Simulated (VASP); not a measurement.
# TiCl4 in VASP: further runs

The runs below take TiCl4 through single point, relaxation of the atoms, with PBE+D3(BJ).

Everything below comes from runs of VASP 6.6.1. Logs are shortened: lines on timing, memory, paths and dates and some standing lists are left out, and cuts for length are marked.

**1. The cell of the first run**

The cell holds a molecule in a box, 5 atoms: a = 13.000 Å, b = 13.000 Å, c = 13.000 Å, α = 90.00°, β = 90.00°, γ = 90.00°.

**2. Single point, PBE+D3(BJ)**

Contents of INCAR:

```
SYSTEM = TiCl4
PREC = Accurate
ENCUT = 520
EDIFF = 1E-6
ISMEAR = 0
SIGMA = 0.03
LREAL = .FALSE.
LASPH = .TRUE.
NELM = 60
ALGO = Normal
ISIF = 2
LWAVE = .FALSE.
LCHARG = .FALSE.
GGA = PE
IVDW = 12
NBANDS = 28
```

Contents of KPOINTS:

```
regular mesh
0
G
  1 1 1
  0 0 0
```

Contents of POSCAR:

```
TiCl4
1.0
   13.0000000000      0.0000000000      0.0000000000
    0.0000000000     13.0000000000      0.0000000000
    0.0000000000      0.0000000000     13.0000000000
Ti Cl
1 4
Direct
    0.5000000000      0.5000000000      0.5000000000
    0.5968699948      0.5968699948      0.5968699948
    0.5968699948      0.4031300052      0.4031300052
    0.4031300052      0.5968699948      0.4031300052
    0.4031300052      0.4031300052      0.5968699948
```

Potentials or basis: VASP PAW PBE potentials, release 64 (Ti_sv, Cl).

Started as:

```console
$ cat potpaw_PBE.64/Ti_sv/POTCAR potpaw_PBE.64/Cl/POTCAR > POTCAR
$ mpirun -np 1 vasp_gam > vasp.out
```

OUTCAR:

```text
SYSTEM = TiCl4
   PREC = Accurate
   ENCUT = 520
   EDIFF = 1E-6
   ISMEAR = 0
   LREAL = .FALSE.
   LASPH = .TRUE.
   NELM = 60
   ISIF = 2
   GGA = PE
   IVDW = 12
 IVDW          = 12

 ion  position               nearest neighbor table
   1  0.500  0.500  0.500-   2 2.18   3 2.18   4 2.18   5 2.18
   2  0.597  0.597  0.597-   1 2.18
   3  0.597  0.403  0.403-   1 2.18
   4  0.403  0.597  0.403-   1 2.18
   5  0.403  0.403  0.597-   1 2.18

  LATTYP: Found a simple cubic cell.
 ALAT       =    13.0000000000

  Lattice vectors:

 A1 = (  13.0000000000,   0.0000000000,   0.0000000000)
 A2 = (   0.0000000000,  13.0000000000,   0.0000000000)
 A3 = (   0.0000000000,   0.0000000000,  13.0000000000)

Analysis of symmetry for initial positions (statically):
=====================================================================
 Subroutine PRICEL returns:
 Original cell was already a primitive cell.

 Routine SETGRP: Setting up the symmetry group for a
 simple cubic supercell.

 Subroutine GETGRP returns: Found 24 space group operations
 (whereof 24 operations were pure point group operations)
 out of a pool of 48 trial point group operations.

The static configuration has the point symmetry T_d .

Analysis of symmetry for dynamics (positions and initial velocities):
=====================================================================
 Subroutine PRICEL returns:
 Original cell was already a primitive cell.

 Routine SETGRP: Setting up the symmetry group for a
 simple cubic supercell.

 Subroutine GETGRP returns: Found 24 space group operations
 (whereof 24 operations were pure point group operations)
 out of a pool of 48 trial point group operations.

The dynamic configuration has the point symmetry T_d .

 Subroutine INISYM returns: Found 24 space group operations
 (whereof 24 operations are pure point group operations),
 and found     1 'primitive' translations

----------------------------------------------------------------------------------------

                                     Primitive cell

  volume of cell :    2197.0000

  direct lattice vectors                    reciprocal lattice vectors
    13.000000000  0.000000000  0.000000000     0.076923077  0.000000000  0.000000000
     0.000000000 13.000000000  0.000000000     0.000000000  0.076923077  0.000000000
     0.000000000  0.000000000 13.000000000     0.000000000  0.000000000  0.076923077

  length of vectors
    13.000000000 13.000000000 13.000000000     0.076923077  0.076923077  0.076923077

  position of ions in fractional coordinates (direct lattice)
     0.500000000  0.500000000  0.500000000
     0.596869995  0.596869995  0.596869995
     0.596869995  0.403130005  0.403130005
     0.403130005  0.596869995  0.403130005
     0.403130005  0.403130005  0.596869995

  ion indices of the primitive-cell ions
   primitive index   ion index
                 1           1
                 2           2
                 3           3
                 4           4
                 5           5

----------------------------------------------------------------------------------------

 KPOINTS: regular mesh

Automatic generation of k-mesh.
 Grid dimensions read from file:
 generate k-points for:    1    1    1

 Generating k-lattice:

  Cartesian coordinates                     Fractional coordinates (reciprocal lattice)
     0.076923077  0.000000000  0.000000000     1.000000000  0.000000000  0.000000000
     0.000000000  0.076923077  0.000000000     0.000000000  1.000000000  0.000000000
     0.000000000  0.000000000  0.076923077     0.000000000  0.000000000  1.000000000

  Length of vectors
     0.076923077  0.076923077  0.076923077

  Shift w.r.t. Gamma in fractional coordinates (k-lattice)
     0.000000000  0.000000000  0.000000000

 Subroutine IBZKPT returns following result:
 ===========================================

 Found      1 irreducible k-points:

 Following reciprocal coordinates:
            Coordinates               Weight
  0.000000  0.000000  0.000000      1.000000
   k-points           NKPTS =      1   k-points in BZ     NKDIM =      1   number of bands    NBANDS=     28
   number of dos      NEDOS =    301   number of ions     NIONS =      5
   total plane-waves  NPLWV = 941192
   dimension x,y,z NGX =    98 NGY =   98 NGZ =   98
   dimension x,y,z NGXF=   196 NGYF=  196 NGZF=  196
   ions per type =               1   4
   NGX,Y,Z   is equivalent  to a cutoff of  12.53, 12.53, 12.53 a.u.
   NGXF,Y,Z  is equivalent  to a cutoff of  25.06, 25.06, 25.06 a.u.
 SYSTEM =  TiCl4
   PREC   = accura    normal or accurate (medium, high low for compatibility)
   ISTART =      0    job   : 0-new  1-cont  2-samecut
   ICHARG =      2    charge: 1-file 2-atom 10-const
   ISPIN  =      1    spin polarized calculation?
   LNONCOLLINEAR =      F non collinear calculations
   LSORBIT =      F    spin-orbit coupling
   LASPH  =      T    aspherical Exc in radial PAW
   ENCUT  =  520.0 eV  38.22 Ry    6.18 a.u.  24.17 24.17 24.17*2*pi/ulx,y,z
   NELM   =     60;   NELMIN=  2; NELMDL= -5     # of ELM steps
   EDIFF  = 0.1E-05   stopping-criterion for ELM
   LREAL  =      F    real-space projection
   EDIFFG = 0.1E-04   stopping-criterion for IOM
   NSW    =      0    number of steps for IOM
   IBRION =     -1    ionic relax: 0-MD 1-quasi-New 2-CG
   NFREE  =      0    steps in history (QN), initial steepest desc. (CG)
   ISIF   =      2    stress and relaxation
   ISYM   =      2    0-nonsym 1-usesym 2-fastsym
   POTIM  = 0.5000    time-step for ionic-motion
   TEBEG  =    0.0;   TEEND  =   0.0 temperature during run
   PSTRESS=    0.0 pullay stress
   NELECT =      40.0000    total number of electrons
   NUPDOWN=      -1.0000    fix difference up-down
   EMIN   =  10.00;   EMAX   =-10.00  energy-range for DOS
   EFERMI =   0.00;   METHOD = LEGACY
   ISMEAR =     0;   SIGMA  =   0.03  broadening in eV -4-tet -1-fermi 0-gaus
   EFERMI_NEDOS =   21; number of points for ismear=-14 and -15
   IALGO  =     38    algorithm
   IMIX   =      4    mixing-type and parameters
     AMIX     =   0.40;   BMIX     =  1.00
     AMIX_MAG =   1.60;   BMIX_MAG =  1.00
  volume/ion in A,a.u.               =     439.40      2965.22
  Fermi-wavevector in a.u.,A,eV,Ry     =   0.430677  0.813861  2.523643  0.185483
  Thomas-Fermi vector in A             =   1.399361
   LORBIT       =      0    0 simple, 1 ext, 2 COOP (PROOUT), +10 PAW based schemes
   GGA     = PE    functional components
   LHFCALC =     F    Hartree Fock is set to
   AEXX    =    0.0000 exact exchange contribution
   IVDW    =    12    specifies the selected vdW correction
   LEPSILON=     F    determine dielectric tensor
   LRPA    =     F    only Hartree local field effects (RPA)
 non-spin polarized calculation
 Gauss-broadening in eV      SIGMA  =   0.03
  energy-cutoff  :      520.00
  volume of cell :     2197.00
 maximum number of plane-waves:     29543
 NGX is ok and might be reduce to    98
   NGX = 49   NGY = 49   NGZ = 49

 number of electron      39.9999983 magnetization

 Free energy of the ion-electron system (eV)
  ---------------------------------------------------
  ext. energy  EPLUGINS =         0.00000000
  ---------------------------------------------------
  free energy    TOTEN  =       -23.17181844 eV

  energy without entropy =      -23.17181844  energy(sigma->0) =      -23.17181844

 E-fermi :  -7.6100     XC(G=0):  -0.9121

 val. band max:       -7.8172573148   @ k =   0.0000   0.0000   0.0000
 cond. band min:      -4.1605444681   @ k =   0.0000   0.0000   0.0000
 fundamental gap:      3.6567128467
 Fermi energy:        -7.6100014240

 k-point     1 :       0.0000    0.0000    0.0000
  band No.  band energies     occupation
      1     -63.5189      2.00000
      2     -39.7763      2.00000
      3     -39.7763      2.00000
      4     -39.7762      2.00000
      5     -20.5419      2.00000
      6     -20.2611      2.00000
[... 20 lines left out ...]
     27       0.6520      0.00000
     28       0.6520      0.00000

------------------------ aborting loop because EDIFF is reached ----------------------------------------

 Edisp (eV)   -0.22896

 E8    (eV) :    -0.0988

  FORCE on cell =-STRESS in cart. coord.  units (eV):
  Direction    XX          YY          ZZ          XY          YZ          ZX
  --------------------------------------------------------------------------------------
  -------------------------------------------------------------------------------------
  Total      -0.06408    -0.06408    -0.06408     0.00000    -0.00000    -0.00000
  in kB      -0.04673    -0.04673    -0.04673     0.00000    -0.00000    -0.00000
  external pressure =       -0.05 kB  Pullay stress =        0.00 kB

 VOLUME and BASIS-vectors are now :
 -----------------------------------------------------------------------------
  energy-cutoff  :      520.00
  volume of cell :     2197.00
      direct lattice vectors                 reciprocal lattice vectors
    13.000000000  0.000000000  0.000000000     0.076923077  0.000000000  0.000000000
     0.000000000 13.000000000  0.000000000     0.000000000  0.076923077  0.000000000
     0.000000000  0.000000000 13.000000000     0.000000000  0.000000000  0.076923077

 POSITION                                       TOTAL-FORCE (eV/Angst)
 -----------------------------------------------------------------------------------
      6.50000      6.50000      6.50000        -0.000000      0.000000     -0.000000
      7.75931      7.75931      7.75931        -0.001706     -0.001706     -0.001706
      7.75931      5.24069      5.24069        -0.001706      0.001706      0.001706
      5.24069      7.75931      5.24069         0.001706     -0.001706      0.001706
      5.24069      5.24069      7.75931         0.001706      0.001706     -0.001706
 -----------------------------------------------------------------------------------
    total drift:                               -0.000000     -0.000000      0.000000

  FREE ENERGIE OF THE ION-ELECTRON SYSTEM (eV)
  ---------------------------------------------------
  free  energy   TOTEN  =       -23.4007753558 eV

  energy  without entropy=      -23.4007753558  energy(sigma->0) =      -23.40077536
```

Run time: 2.7 min. Hardware: 1 thread of Intel Xeon Platinum 8375C at 2.90GHz (Ice Lake), shared host; peak memory 1.5 GiB.

Results:

* Free energy: -23.4008 eV
* Gap between the frontier levels: 3.66 eV
* Dispersion energy per atom: -0.046 eV

Forces in eV/Å, atoms in the order of the input:
```
Ti   0.000  0.000  0.000
Cl  -0.002 -0.002 -0.002
Cl  -0.002  0.002  0.002
Cl   0.002 -0.002  0.002
Cl   0.002  0.002 -0.002
```

**3. Relaxation of the atoms, PBE+D3(BJ)**

Contents of INCAR:

```
SYSTEM = TiCl4
PREC = Accurate ; ENCUT = 520
EDIFF = 1E-6 ; ISMEAR = 0
SIGMA = 0.03 ; LREAL = .FALSE.
LASPH = .TRUE. ; NELM = 80
ALGO = Normal ; ISIF = 2
LWAVE = .FALSE. ; LCHARG = .FALSE.
GGA = PE ; IVDW = 12
IBRION = 2 ; NSW = 80
EDIFFG = -0.01
```

KPOINTS is that of step 2.

Contents of POSCAR:

```
TiCl4
1.0
   13.0000000000      0.0000000000      0.0000000000
    0.0000000000     13.0000000000      0.0000000000
    0.0000000000      0.0000000000     13.0000000000
Ti Cl
1 4
Direct
    0.5000000000      0.5000000000      0.5000000000
    0.5963730800      0.5963730800      0.5963730800
    0.5963730800      0.4036269200      0.4036269200
    0.4036269200      0.5963730800      0.4036269200
    0.4036269200      0.4036269200      0.5963730800
```

Potentials or basis: VASP PAW PBE potentials, release 64 (Ti_sv, Cl).

Started as:

```console
$ cat potpaw_PBE.64/Ti_sv/POTCAR potpaw_PBE.64/Cl/POTCAR > POTCAR
$ mpirun -np 1 vasp_gam > vasp.out
```

Run time: 4.9 min. Hardware: 1 thread of Intel Xeon Platinum 8375C at 2.90GHz (Ice Lake), shared host; peak memory 1.5 GiB.

The run converged. Its results:

- Free energy: -23.4008 eV
- Energy gained by relaxing: 0.9 meV/atom
- Ionic steps: 3
- Gap between the frontier levels: 3.66 eV
- Dispersion energy per atom: -0.046 eV

The path:
| step | energy change (eV) | largest force (eV/Å) | pressure (GPa) |
| --- | --- | --- | --- |
| 1 | 0.0000 | 0.2014 | 0.04 |
| 2 | -0.0043 | 0.0236 | 0.00 |
| 3 | -0.0044 | 0.0005 | 0.00 |

Final structure:
```xyz
5
Lattice="13.0000 0.0000 0.0000 0.0000 13.0000 0.0000 0.0000 0.0000 13.0000" Properties=species:S:1:pos:R:3 pbc="T T T"
Ti    6.5000    6.5000    6.5000
Cl    7.7592    7.7592    7.7592
Cl    7.7592    5.2408    5.2408
Cl    5.2408    7.7592    5.2408
Cl    5.2408    5.2408    7.7592
```

Levels at points of the mesh, in eV from the valence-band top:
```csv
k point,band 18,band 19,band 20,band 21,band 22,band 23
"(0.00, 0.00, 0.00)",0.00,0.00,0.00,3.66,3.66,4.45
```
